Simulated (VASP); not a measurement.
Set up this calculation in VASP 6.6.1, as the native input.

```yaml
Task: single point
Functional: PBE
Potentials_or_basis: VASP PAW PBE potentials, release 64 (W_sv, Cl)
Cutoff: 500 eV
k_mesh: 6 × 6 × 6
Occupations: gaussian, width 0.2 eV
Spin: no spin polarisation
Dipole_correction: no
Further_INCAR_settings: ALGO = Normal; EDIFF = 1e-06; NBANDS = 18
```

The structure of WCl lies in POSCAR:

```
WCl
1.0
   -1.8120011785      1.8120011785      2.4486690570
    1.8120011785     -1.8120011785      2.4486690570
    1.8120011785      1.8120011785     -2.4486690570
W Cl
1 1
Direct
    0.0000000000      0.0000000000      0.0000000000
    0.5000000000      0.5000000000      0.0000000000
```

These files were run (other wordings do the same):

INCAR

```
  PREC = Accurate
  ENCUT = 500
  EDIFF = 1E-6
  ISMEAR = 0
  SIGMA = 0.2
  LREAL = F
  LASPH = T
  NELM = 120
  ALGO = Normal
  ISIF = 2
  LWAVE = F
  LCHARG = F
  GGA = PE
  NBANDS = 18
  GGA_COMPAT = F
```

KPOINTS

```
regular mesh
0
Gamma
  6 6 6
```

Potentials or basis: VASP PAW PBE potentials, release 64 (W_sv, Cl).

Command:

```console
$ cat potpaw_PBE.64/W_sv/POTCAR potpaw_PBE.64/Cl/POTCAR > POTCAR
$ mpirun -np 1 vasp_std > vasp.out
```

Results of the run:

```
Pressure : 0.6 GPa
```

Caveat: the k points lie up to 0.41 Å⁻¹ apart; an odd number of electrons without spin polarisation forces a metal; a magnetic or distorted state may lie lower.

Wall time 12 s on 1 thread of Intel(R) Xeon(R) Platinum 8559C (Emerald Rapids) (shared host), peak memory 0.16 GiB.
